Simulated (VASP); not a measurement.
A run of VASP 6.6.1 is set up as follows.

The input INCAR:

```
SYSTEM = HfB2
PREC = Accurate ; ENCUT = 500
EDIFF = 1E-6 ; ISMEAR = -1
SIGMA = 0.05 ; LREAL = .FALSE.
LASPH = .TRUE. ; NELM = 120
ALGO = Normal ; ISIF = 2
LWAVE = .FALSE. ; LCHARG = .FALSE.
GGA = PE ; NBANDS = 15
GGA_COMPAT = .FALSE.
```

Contents of KPOINTS:

```
regular mesh
0
G
  7 7 6
  0 0 0
```

POSCAR

```
HfB2
1.0
    3.1463552419      0.0000000000      0.0000000000
   -1.5731776210      2.7248235689      0.0000000000
    0.0000000000      0.0000000000      3.4847055638
Hf B
1 2
Direct
    0.0000000000      0.0000000000      0.0000000000
    0.3333333333      0.6666666667      0.5000000000
    0.6666666667      0.3333333333      0.5000000000
```

Potentials or basis: VASP PAW PBE potentials, release 64 (Hf_pv, B).

Run with:

```bash
$ cat potpaw_PBE.64/Hf_pv/POTCAR potpaw_PBE.64/B/POTCAR > POTCAR
$ mpirun -np 1 vasp_std > vasp.out
```

What does it give for the pressure?

-0.4 GPa.

Estimate the band gap on the k mesh.

zero (band 8 reaches 8.41 eV, above the bottom of band 9 at 7.42 eV).

Stress tensor (GPa, compression positive):
```
-0.46  0.00  0.00
 0.00 -0.46  0.00
 0.00  0.00 -0.17
```

Caveat: spin-orbit coupling is left out, which moves the levels of the heavy elements.
